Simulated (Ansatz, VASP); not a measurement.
# Ti: VASP beside Ansatz

INCAR

```
SYSTEM = Ti
PREC = Accurate
ENCUT = 520
EDIFF = 1E-6
ISMEAR = 0
SIGMA = 0.15
LREAL = .FALSE.
LASPH = .TRUE.
NELM = 100
ALGO = Fast
ISIF = 2
LWAVE = .FALSE.
LCHARG = .FALSE.
GGA = PS
NBANDS = 12
```

File KPOINTS:

```
Automatic mesh
0
G
  28 28 28
  0 0 0
```

File POSCAR:

```
Ti
1.0
    1.0730413896      2.6826034741      2.6826034741
    2.6826034741      1.0730413896      2.6826034741
    2.6826034741      2.6826034741      1.0730413896
Ti
1
Direct
    0.0000000000      0.0000000000      0.0000000000
```

Input for Ansatz:

```yaml
crystal:
  lattice:
    - [1.0730413896, 2.6826034741, 2.6826034741]
    - [2.6826034741, 1.0730413896, 2.6826034741]
    - [2.6826034741, 2.6826034741, 1.0730413896]
  atoms:
    - { symbol: Ti, position: [0.0, 0.0, 0.0] }
basis:
  ecutwfc: 420
kpoints:
  mp_grid: { grid: [28, 28, 28] }
hamiltonian:
  xc: pbesol
scf:
  occupations: { method: gaussian, width: 0.15 }
output:
  forces: true
  stress: true
  eigenvalues: true
```

Alike in both runs: task single point; functional PBEsol; k mesh 28 × 28 × 28; occupations gaussian, width 0.15 eV; no spin polarisation.

```csv
,VASP,Ansatz
version,VASP 6.6.1,Ansatz 0.2.0
potentials or method,"VASP PAW PBE potentials, release 64 (Ti_sv), cutoff 520 eV","scalar-relativistic, plane waves, PAW"
valence electrons in the cell,12,12
```

|  | VASP | Ansatz | Ansatz less VASP |
| --- | --- | --- | --- |
| gap on the k mesh at the Fermi level (eV) | none | none | - |
| pressure (GPa) | 27.4 | 26.6 | -0.78 |
| traceless stress, the component that is largest in VASP (GPa) | -27.19 | -26.80 | +0.389 |

VASP's potentials were made for PBE, not for PBEsol. A gap of «none» marks a metal or a gap that the smearing closes. The functional is the same, so the differences come from potentials, cutoffs and numerics.
